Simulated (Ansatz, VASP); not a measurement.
# Cr in VASP and in Ansatz

POSCAR

```
Cr
1.0
    0.0000000000      2.6198348862      2.6198348862
    2.6198348862      0.0000000000      2.6198348862
    2.6198348862      2.6198348862      0.0000000000
Cr
2
Direct
    0.1250000000      0.1250000000      0.1250000000
    0.8750000000      0.8750000000      0.8750000000
```

The input INCAR.step1:

```
SYSTEM = Cr
PREC = Accurate
ENCUT = 550
ISMEAR = -1
SIGMA = 0.1
LREAL = .FALSE.
LASPH = .TRUE.
NELM = 120
NBANDS = 19
GGA = PE
ALGO = Normal
EDIFF = 1E-5
LWAVE = .TRUE.
LCHARG = .FALSE.
GGA_COMPAT = .FALSE.
```

Contents of INCAR.step2:

```
SYSTEM = Cr
PREC = Accurate
ENCUT = 550
EDIFF = 1E-6
ISMEAR = -1
SIGMA = 0.1
LREAL = .FALSE.
LASPH = .TRUE.
NELM = 120
ALGO = Normal
ISIF = 2
LWAVE = .FALSE.
LCHARG = .TRUE.
METAGGA = R2SCAN
LMIXTAU = .TRUE.
LELF = .TRUE.
LVHAR = .TRUE.
NBANDS = 19
ISTART = 1
GGA_COMPAT = .FALSE.
```

The input KPOINTS:

```
Automatic mesh
0
G
  12 12 12
  0 0 0
```

Input for Ansatz:

```yaml
crystal:
  lattice:
    - [0.0, 2.6198348862, 2.6198348862]
    - [2.6198348862, 0.0, 2.6198348862]
    - [2.6198348862, 2.6198348862, 0.0]
  atoms:
    - { symbol: Cr, position: [0.125, 0.125, 0.125] }
    - { symbol: Cr, position: [0.875, 0.875, 0.875] }
hamiltonian:
  xc: r2scan
  pseudopotentials:
    kind: paw
    azcp:
      Cr: "pseudopotentials/Cr.paw.azcp"
basis:
  ecutwfc: 500
  fft_grid_basis: typed
kpoints:
  mp_grid: { grid: [12, 12, 12], shift: [0, 0, 0] }
magnetization:
  spin_polarized: false
scf:
  occupations: { method: fermi_dirac, width: 0.1 }
  lower_state_search: "off"
output:
  stress: true
  write_density: true
  write_potential: true
  elf: true
  volumetric_format: npy
```

Alike in both runs: task single point; functional r2SCAN; k mesh 12 × 12 × 12; occupations fermi-dirac, width 0.1 eV; no spin polarisation.

```csv
,VASP,Ansatz
version,VASP 6.6.1,Ansatz 0.2.0
potentials or method,"VASP PAW PBE potentials, release 64 (Cr_pv), cutoff 550 eV","plane waves (500 eV) with PAW, scalar-relativistic"
valence electrons in the cell,24,28
```

VASP gave:

```
pressure (GPa) : -8.9
```

Question: What did Ansatz give for the same quantities?

Answer: Pressure (GPa): -9.7.

VASP's potentials were made for PBE, not for r2SCAN. VASP's potentials hold 24 valence electrons a cell and Ansatz's 28, so a difference there can come from the potentials and not from the codes.
